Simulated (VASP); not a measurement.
A run of VASP 6.6.1 is set up as follows.

File INCAR:

```
SYSTEM = AlP
ALGO = Normal
EDIFF = 1E-6
ENCUT = 500
GGA = CA
GGA_COMPAT = .FALSE.
ISIF = 2
ISMEAR = 0
LASPH = .TRUE.
LCHARG = .FALSE.
LREAL = .FALSE.
LWAVE = .FALSE.
NBANDS = 11
NELM = 120
PREC = Accurate
SIGMA = 0.02
```

KPOINTS

```
k-points
0
G
  10 10 10
  0 0 0
```

File POSCAR:

```
AlP
1.0
    0.0000000000      2.7169385155      2.7169385155
    2.7169385155      0.0000000000      2.7169385155
    2.7169385155      2.7169385155      0.0000000000
Al P
1 1
Direct
    0.0000000000      0.0000000000      0.0000000000
    0.2500000000      0.2500000000      0.2500000000
```

Potentials or basis: VASP PAW LDA potentials, release 64 (Al, P).

The run is started by

```console
$ cat potpaw_LDA.64/Al/POTCAR potpaw_LDA.64/P/POTCAR > POTCAR
$ mpirun -np 1 vasp_std > vasp.out
```

Problem. Predict the pressure.

Solution. 0.0 GPa.

Problem. What does it give for the band gap on the k mesh?

Solution. 1.41 eV, indirect (least direct gap 3.24 eV).

A k mesh can miss the band edges. A hybrid or GW would open this gap; LDA tends to underestimate it.
